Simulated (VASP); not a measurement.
# GaAs (F-43m) in VASP: a series of runs, part 2 of 2

VASP 6.6.1. Earlier steps stand in the parts before.

## 3. Vibrations by perturbation theory, PBEsol

This run uses another cell than the first one, of 17.70 Å³/atom.

Contents of INCAR:

```
SYSTEM = GaAs
PREC = Accurate
ENCUT = 520
EDIFF = 1E-8
ISMEAR = 0
SIGMA = 0.01
LREAL = .FALSE.
LASPH = .TRUE.
NELM = 80
ALGO = Normal
ISIF = 2
LWAVE = .FALSE.
LCHARG = .FALSE.
GGA = PS
IBRION = 8
NSW = 1
LEPSILON = .TRUE.
```

Contents of KPOINTS:

```
Automatic mesh
0
G
  12 12 12
  0 0 0
```

Contents of POSCAR:

```
GaAs
1.0
    0.0000000000      2.6060607398      2.6060607398
    2.6060607398      0.0000000000      2.6060607398
    2.6060607398      2.6060607398      0.0000000000
Ga As
1 1
Direct
    0.0000000000      0.0000000000      0.0000000000
    0.7500000000      0.7500000000      0.7500000000
```

Potentials or basis: VASP PAW PBE potentials, release 64 (Ga_d, As).

The run is started by

```sh
> cat potpaw_PBE.64/Ga_d/POTCAR potpaw_PBE.64/As/POTCAR > POTCAR
> mpirun -np 1 vasp_std > vasp.out
```

OUTCAR:

```text
SYSTEM = GaAs
   PREC = Accurate
   ENCUT = 520
   EDIFF = 1E-8
   ISMEAR = 0
   LREAL = .FALSE.
   LASPH = .TRUE.
   NELM = 80
   ISIF = 2
   GGA = PS
   IBRION = 8
   NSW = 1
   LEPSILON = .TRUE.

 ion  position               nearest neighbor table
   1  0.000  0.000  0.000-   2 2.26   2 2.26   2 2.26   2 2.26
   2  0.750  0.750  0.750-   1 2.26   1 2.26   1 2.26   1 2.26

  LATTYP: Found a face centered cubic cell.
 ALAT       =     5.2121214796

  Lattice vectors:

 A1 = (   0.0000000000,   2.6060607398,   2.6060607398)
 A2 = (   2.6060607398,   0.0000000000,   2.6060607398)
 A3 = (   2.6060607398,   2.6060607398,   0.0000000000)

Analysis of symmetry for initial positions (statically):
=====================================================================
 Subroutine PRICEL returns:
 Original cell was already a primitive cell.

 Routine SETGRP: Setting up the symmetry group for a
 face centered cubic supercell.

 Subroutine GETGRP returns: Found 24 space group operations
 (whereof 24 operations were pure point group operations)
 out of a pool of 48 trial point group operations.

The static configuration has the point symmetry T_d .

Analysis of symmetry for dynamics (positions and initial velocities):
=====================================================================
 Subroutine PRICEL returns:
 Original cell was already a primitive cell.

 Routine SETGRP: Setting up the symmetry group for a
 face centered cubic supercell.

 Subroutine GETGRP returns: Found 24 space group operations
 (whereof 24 operations were pure point group operations)
 out of a pool of 48 trial point group operations.

The dynamic configuration has the point symmetry T_d .

 Subroutine INISYM returns: Found 24 space group operations
 (whereof 24 operations are pure point group operations),
 and found     1 'primitive' translations

----------------------------------------------------------------------------------------

                                     Primitive cell

  volume of cell :      35.3984

  direct lattice vectors                    reciprocal lattice vectors
     0.000000000  2.606060740  2.606060740    -0.191860455  0.191860455  0.191860455
     2.606060740  0.000000000  2.606060740     0.191860455 -0.191860455  0.191860455
     2.606060740  2.606060740  0.000000000     0.191860455  0.191860455 -0.191860455

  length of vectors
     3.685526443  3.685526443  3.685526443     0.332312056  0.332312056  0.332312056

  position of ions in fractional coordinates (direct lattice)
     0.000000000  0.000000000  0.000000000
     0.750000000  0.750000000  0.750000000

[... 572 lines left out ...]
 -----------------------------------------------------------------------------
    -0.00042  0.64029  0.00000
     0.64029 -0.00042  0.00000
     0.00000  0.00000 -0.00029

--------------------------------------- Ionic step        4  -------------------------------------------

------------------------ aborting loop because EDIFF is reached ----------------------------------------

[... ionic steps 5 to 6 ...]

--------------------------------------- Ionic step        7  -------------------------------------------

 Free energy of the ion-electron system (eV)
  ---------------------------------------------------
  ---------------------------------------------------
  free energy    TOTEN  =        -0.04378471 eV

  energy without entropy =       -0.04378471

------------------------ aborting loop because EDIFF is reached ----------------------------------------

 INTERNAL STRAIN TENSOR  FOR ION    2  DIRECTION 1   (eV/Angst):
 -----------------------------------------------------------------------------
    -0.00899  0.00000  0.00000
     0.00000  0.00410 19.33201
     0.00000 19.33201  0.00410

 MACROSCOPIC STATIC DIELECTRIC TENSOR (including local field effects in DFT)
 ------------------------------------------------------
          11.018194     0.000000     0.000000
          -0.000000    11.018194     0.000000
           0.000000    -0.000000    11.018194
 ------------------------------------------------------

 PIEZOELECTRIC TENSOR (including local field effects)  for field in x, y, z        (e  Angst)
          XX          YY          ZZ          XY          YZ          ZX
  --------------------------------------------------------------------------------
  x     0.00000     0.00000     0.00000     0.00000     1.42027     0.00000
  y     0.00000     0.00000     0.00000     0.00000     0.00000     1.42027
  z     0.00000    -0.00000     0.00000     1.42027     0.00000     0.00000

 PIEZOELECTRIC TENSOR (including local field effects)  for field in x, y, z        (C/m^2)
          XX          YY          ZZ          XY          YZ          ZX
  --------------------------------------------------------------------------------
  x     0.00000     0.00000     0.00000     0.00000     0.64283     0.00000
  y     0.00000     0.00000     0.00000     0.00000     0.00000     0.64283
  z     0.00000    -0.00000     0.00000     0.64283     0.00000     0.00000

 BORN EFFECTIVE CHARGES (including local field effects) (in |e|, cummulative output)
 ---------------------------------------------------------------------------------
 ion    1
    1     1.67978     0.00000     0.00000
    2     0.00000     1.67978     0.00000
    3     0.00000     0.00000     1.67978
 ion    2
    1    -1.67978    -0.00000    -0.00000
    2     0.00000    -1.67978     0.00000
    3    -0.00000    -0.00000    -1.67978

 INTERNAL STRAIN TENSOR FOR ION    2 for displacements in x,y,z  (eV/Angst):
          X           Y           Z          XY          YZ          ZX
  --------------------------------------------------------------------------------
  x    -0.00000     0.00000     0.00000     0.00000    19.33201     0.00000
  y     0.00000     0.00000     0.00000     0.00000     0.00000    19.33201
  z     0.00000     0.00000    -0.00000    19.33201     0.00000     0.00000

 SECOND DERIVATIVES (NOT SYMMETRIZED)
 ------------------------------------
               1X          1Y          1Z          2X          2Y          2Z
  1X   -16.534645    0.000000    0.000000   16.534645    0.000000    0.000000
  1Y     0.000000  -16.534645    0.000000    0.000000   16.534645    0.000000
  1Z     0.000000    0.000000  -16.534645    0.000000    0.000000   16.534645
  2X    16.503309    0.000000    0.000000  -16.503309    0.000000    0.000000
  2Y     0.000000   16.503309    0.000000    0.000000  -16.503309    0.000000
  2Z     0.000000    0.000000   16.503309    0.000000    0.000000  -16.503309

 Eigenvectors and eigenvalues of the dynamical matrix
 ----------------------------------------------------

   1 f  =   10.573256 THz    66.433727 2PiTHz  352.685861 cm-1    43.727454 meV
             X         Y         Z           dx          dy          dz
      0.000000  0.000000  0.000000     0.000000    0.000000    0.720031
      3.909091  3.909091  3.909091     0.000000    0.000000   -0.693941
[... 21 lines left out ...]
   6 f/i=    0.005011 THz     0.031485 2PiTHz    0.167149 cm-1     0.020724 meV
             X         Y         Z           dx          dy          dz
      0.000000  0.000000  0.000000     0.166034    0.124240    0.662233
      3.909091  3.909091  3.909091     0.172276    0.128911    0.687130

--------------------------------------------------------------------------------------------------------

 MACROSCOPIC STATIC DIELECTRIC TENSOR IONIC CONTRIBUTION
 ------------------------------------------------------
           0.873181     0.000000     0.000000
           0.000000     0.873181     0.000000
           0.000000     0.000000     0.873181
 ------------------------------------------------------

 ELASTIC MODULI CONTR FROM IONIC RELAXATION (kBar)
 Direction    XX          YY          ZZ          XY          YZ          ZX
 --------------------------------------------------------------------------------
 XX          -0.0000      0.0000      0.0000     -0.0000      0.0000     -0.0000
 YY           0.0000     -0.0000     -0.0000     -0.0000     -0.0000     -0.0000
 ZZ           0.0000     -0.0000     -0.0000      0.0000     -0.0000     -0.0000
 XY          -0.0000     -0.0000      0.0000  -1019.0475      0.0000      0.0000
 YZ           0.0000     -0.0000     -0.0000      0.0000  -1019.0475      0.0000
 ZX          -0.0000     -0.0000     -0.0000      0.0000      0.0000  -1019.0475
 --------------------------------------------------------------------------------

 PIEZOELECTRIC TENSOR IONIC CONTR  for field in x, y, z        (C/m^2)
          XX          YY          ZZ          XY          YZ          ZX
  --------------------------------------------------------------------------------
  x     0.00000    -0.00000    -0.00000    -0.00000    -0.88761    -0.00000
  y    -0.00000    -0.00000    -0.00000     0.00000     0.00000    -0.88761
  z    -0.00000    -0.00000     0.00000    -0.88761    -0.00000    -0.00000
```

OSZICAR:

```text
N       E                     dE             d eps       ncg     rms          rms(c)
DAV:   1     0.828068387501E+02    0.82807E+02   -0.93570E+03  1912   0.208E+03
DAV:   2    -0.260345062036E+01   -0.85410E+02   -0.82262E+02  2052   0.339E+02
DAV:   3    -0.854768228988E+01   -0.59442E+01   -0.59141E+01  2312   0.757E+01
DAV:   4    -0.863227538009E+01   -0.84593E-01   -0.84568E-01  2183   0.979E+00
[... 191 lines left out ...]
RMM:   7    -0.437861202628E-01   -0.12874E-05    0.20037E-07 14025   0.262E-03    0.471E-04
RMM:   8    -0.437847724547E-01    0.13478E-05    0.13041E-07 13763   0.951E-04    0.326E-05
RMM:   9    -0.437848378197E-01   -0.65365E-07    0.13494E-08 14572   0.308E-04    0.190E-05
RMM:  10    -0.437847057419E-01    0.13208E-06    0.11028E-08 14287   0.107E-04    0.513E-06
RMM:  11    -0.437847149990E-01   -0.92572E-08    0.58190E-10 14367   0.398E-05    0.113E-06
 Linear response finished
```

stdout:

```text
POSCAR found type information on POSCAR GaAs
 POSCAR found :  2 types and       2 ions
 scaLAPACK will be used
 -----------------------------------------------------------------------------
|                                                                             |
|                                                                             |
|     You enforced a specific xc type in the INCAR file but a different       |
[... 39 lines left out ...]
 force on displaced ion       1 direction 1 : -16.535  -0.000  -0.000
 Born effective charge ion    1 direction 1 :   1.668   0.000   0.000
 Linear response progress:
 first order change of Fermi-energy  -0.12407E-03
 force on displaced ion       2 direction 1 : -16.503   0.000   0.000
 Born effective charge ion    2 direction 1 :  -1.687   0.000   0.000
 Born effective charges drift removed
 Linear response finished
```

Run time: 27 min. Hardware: 1 thread of Intel Xeon 8259CL, shared host; peak memory 0.44 GiB.

Results:

| Item | Value |
| --- | --- |
| Electronic dielectric tensor (diagonal) | 11.02 |
| Born charges (mean of the diagonal) | Ga +1.68; As -1.68 e |
| Highest phonon frequency at Γ, LO-TO splitting left out | 353 cm⁻¹ |

Phonon frequencies in cm⁻¹ (negative: imaginary):
```tsv
q point	frequencies
(0.000, 0.000, 0.000)	0 0 0 353 353 353
```

Electronic dielectric tensor:
```
11.02  0.00  0.00
 0.00 11.02  0.00
 0.00  0.00 11.02
```

Born effective charge tensors (e):
atom 1, Ga
```
1.68 0.00 0.00
0.00 1.68 0.00
0.00 0.00 1.68
```
atom 2, As
```
-1.68  0.00  0.00
 0.00 -1.68  0.00
 0.00  0.00 -1.68
```

Caveat: the cell stands under pressure or tension, which shifts response properties; the PAW data sets were made with another functional, which shifts forces and pressure a little.

## 4. Vibrations by perturbation theory, PBEsol

This run uses another cell than the first one, of 21.06 Å³/atom.

Contents of INCAR:

```
SYSTEM = GaAs
ALGO = Normal ; EDIFF = 1E-8
ENCUT = 520 ; GGA = PS
IBRION = 8 ; ISIF = 2
ISMEAR = 0 ; LASPH = .TRUE.
LCHARG = .FALSE. ; LEPSILON = .TRUE.
LREAL = .FALSE. ; LWAVE = .FALSE.
NELM = 60 ; NSW = 1
PREC = Accurate ; SIGMA = 0.01
```

Contents of KPOINTS:

```
k-points
0
G
  12 12 12
  0 0 0
```

Contents of POSCAR:

```
GaAs
1.0
    0.0000000000      2.7613646284      2.7613646284
    2.7613646284      0.0000000000      2.7613646284
    2.7613646284      2.7613646284      0.0000000000
Ga As
1 1
Direct
    0.0000000000      0.0000000000      0.0000000000
    0.7500000000      0.7500000000      0.7500000000
```

Potentials or basis: VASP PAW PBE potentials, release 64 (Ga_d, As).

The run is started by

```sh
> cat potpaw_PBE.64/Ga_d/POTCAR potpaw_PBE.64/As/POTCAR > POTCAR
> mpirun -np 1 vasp_std > vasp.out
```

OUTCAR:

```text
SYSTEM = GaAs
   EDIFF = 1E-8
   ENCUT = 520
   GGA = PS
   IBRION = 8
   ISIF = 2
   ISMEAR = 0
   LASPH = .TRUE.
   LEPSILON = .TRUE.
   LREAL = .FALSE.
   NELM = 60
   NSW = 1
   PREC = Accurate

 ion  position               nearest neighbor table
   1  0.000  0.000  0.000-   2 2.39   2 2.39   2 2.39   2 2.39
   2  0.750  0.750  0.750-   1 2.39   1 2.39   1 2.39   1 2.39

  LATTYP: Found a face centered cubic cell.
 ALAT       =     5.5227292568

  Lattice vectors:

 A1 = (   0.0000000000,   2.7613646284,   2.7613646284)
 A2 = (   2.7613646284,   0.0000000000,   2.7613646284)
 A3 = (   2.7613646284,   2.7613646284,   0.0000000000)

Analysis of symmetry for initial positions (statically):
[... 687 lines left out ...]
  z     0.00000     0.00000     0.00000     9.92120     0.00000     0.00000

 SECOND DERIVATIVES (NOT SYMMETRIZED)
 ------------------------------------
               1X          1Y          1Z          2X          2Y          2Z
  1X   -11.014718    0.000000    0.000000   11.014718    0.000000    0.000000
  1Y     0.000000  -11.014718    0.000000    0.000000   11.014718    0.000000
  1Z     0.000000    0.000000  -11.014718    0.000000    0.000000   11.014718
  2X    10.980839    0.000000    0.000000  -10.980839    0.000000    0.000000
  2Y     0.000000   10.980839    0.000000    0.000000  -10.980839    0.000000
  2Z     0.000000    0.000000   10.980839    0.000000    0.000000  -10.980839

 Eigenvectors and eigenvalues of the dynamical matrix
 ----------------------------------------------------

   1 f  =    8.627289 THz    54.206857 2PiTHz  287.775390 cm-1    35.679585 meV
             X         Y         Z           dx          dy          dz
      0.000000  0.000000  0.000000     0.000000    0.720237    0.000000
      4.142047  4.142047  4.142047     0.000000   -0.693729    0.000000
[... 21 lines left out ...]
   6 f/i=    0.006639 THz     0.041717 2PiTHz    0.221467 cm-1     0.027458 meV
             X         Y         Z           dx          dy          dz
      0.000000  0.000000  0.000000     0.000000    0.000000   -0.693729
      4.142047  4.142047  4.142047     0.000000    0.000000   -0.720237

--------------------------------------------------------------------------------------------------------

 MACROSCOPIC STATIC DIELECTRIC TENSOR IONIC CONTRIBUTION
 ------------------------------------------------------
           1.542087     0.000000    -0.000000
           0.000000     1.542087     0.000000
          -0.000000     0.000000     1.542087
 ------------------------------------------------------

 ELASTIC MODULI CONTR FROM IONIC RELAXATION (kBar)
 Direction    XX          YY          ZZ          XY          YZ          ZX
 --------------------------------------------------------------------------------
 XX          -0.0000      0.0000      0.0000     -0.0000      0.0000      0.0000
 YY           0.0000     -0.0000      0.0000     -0.0000     -0.0000     -0.0000
 ZZ           0.0000      0.0000     -0.0000      0.0000     -0.0000      0.0000
 XY          -0.0000     -0.0000      0.0000   -338.1116      0.0000     -0.0000
 YZ           0.0000     -0.0000     -0.0000      0.0000   -338.1116     -0.0000
 ZX           0.0000     -0.0000      0.0000     -0.0000     -0.0000   -338.1116
 --------------------------------------------------------------------------------

 PIEZOELECTRIC TENSOR IONIC CONTR  for field in x, y, z        (C/m^2)
          XX          YY          ZZ          XY          YZ          ZX
  --------------------------------------------------------------------------------
  x     0.00000    -0.00000    -0.00000     0.00000    -0.67945    -0.00000
  y     0.00000    -0.00000     0.00000    -0.00000    -0.00000    -0.67945
  z    -0.00000    -0.00000     0.00000    -0.67945     0.00000    -0.00000
```

OSZICAR:

```text
N       E                     dE             d eps       ncg     rms          rms(c)
DAV:   1     0.804994072269E+02    0.80499E+02   -0.93029E+03  1896   0.195E+03
DAV:   2    -0.312612282522E+01   -0.83626E+02   -0.80868E+02  2042   0.327E+02
DAV:   3    -0.915538267215E+01   -0.60293E+01   -0.60028E+01  2342   0.754E+01
DAV:   4    -0.925272544477E+01   -0.97343E-01   -0.97301E-01  2170   0.106E+01
[... 192 lines left out ...]
RMM:   7    -0.436909804758E-01   -0.41106E-06    0.50559E-08 14309   0.245E-03    0.382E-04
RMM:   8    -0.436894510568E-01    0.15294E-05    0.59645E-08 13828   0.977E-04    0.380E-05
RMM:   9    -0.436893375139E-01    0.11354E-06   -0.58684E-09 14744   0.310E-04    0.158E-05
RMM:  10    -0.436892565679E-01    0.80946E-07   -0.35563E-09 14225   0.113E-04    0.500E-06
RMM:  11    -0.436892557996E-01    0.76829E-09    0.46067E-10 14415   0.430E-05    0.181E-06
 Linear response finished
```

stdout:

```text
POSCAR found type information on POSCAR GaAs
 POSCAR found :  2 types and       2 ions
 scaLAPACK will be used
 -----------------------------------------------------------------------------
|                                                                             |
|                                                                             |
|     You enforced a specific xc type in the INCAR file but a different       |
[... 39 lines left out ...]
 force on displaced ion       1 direction 1 : -11.015   0.000   0.000
 Born effective charge ion    1 direction 1 :   1.964   0.000   0.000
 Linear response progress:
 first order change of Fermi-energy  -0.20497E-03
 force on displaced ion       2 direction 1 : -10.981   0.000   0.000
 Born effective charge ion    2 direction 1 :  -2.002   0.000   0.000
 Born effective charges drift removed
 Linear response finished
```

It took 14 min on 1 thread of Intel Xeon Platinum 8488C (Sapphire Rapids), shared host; peak memory 0.5 GiB.

Results:

```yaml
Electronic_dielectric_tensor_diagonal: 13.19
Born_charges_mean_of_the_diagonal: Ga +1.99; As -1.99 e
Highest_phonon_frequency_at_Γ_LO-TO_splitting_left_out: 288 cm⁻¹
```

Phonon frequencies in cm⁻¹ (negative: imaginary):
| q point | frequencies |
| --- | --- |
| (0.000, 0.000, 0.000) | 0 0 0 288 288 288 |

Electronic dielectric tensor:
```
13.19  0.00  0.00
 0.00 13.19  0.00
 0.00  0.00 13.19
```

Born effective charge tensors (e):
atom 1, Ga
```
1.99 0.00 0.00
0.00 1.99 0.00
0.00 0.00 1.99
```
atom 2, As
```
-1.99  0.00  0.00
 0.00 -1.99  0.00
 0.00  0.00 -1.99
```

Caveat: the cell stands under pressure or tension, which shifts response properties; the PAW data sets were made with another functional, which shifts forces and pressure a little.
